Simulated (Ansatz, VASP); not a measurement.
CdF2: VASP beside Ansatz

```
CELL_PARAMETERS angstrom
0.00000 2.69444 2.69444
2.69444 0.00000 2.69444
2.69444 2.69444 0.00000
ATOMIC_POSITIONS crystal
Cd 0.00000 0.00000 0.00000
F 0.25000 0.25000 0.25000
F 0.75000 0.75000 0.75000
```

Alike in both runs: functional r2SCAN; k mesh 6 × 6 × 6; occupations fermi-dirac, width 0.0521 eV; no spin polarisation.

Ansatz relaxed the structure, and its values are those at the end. VASP's run is a single point on that final structure, the one shown.

```csv
,VASP,Ansatz
version,VASP 6.6.1,Ansatz 0.2.0
potentials or method,"VASP PAW PBE potentials, release 64 (Cd, F), cutoff 520 eV",PAW plane waves
valence electrons in the cell,26,34
```

```tsv
	VASP	Ansatz	Ansatz less VASP
gap on the k mesh at the Fermi level (eV)	3.77	3.81	+0.044
pressure (GPa)	1.0	0.0	-0.98
```

VASP's potentials were made for PBE, not for r2SCAN. VASP's potentials hold 26 valence electrons a cell and Ansatz's 34, so a difference there can come from the potentials and not from the codes.
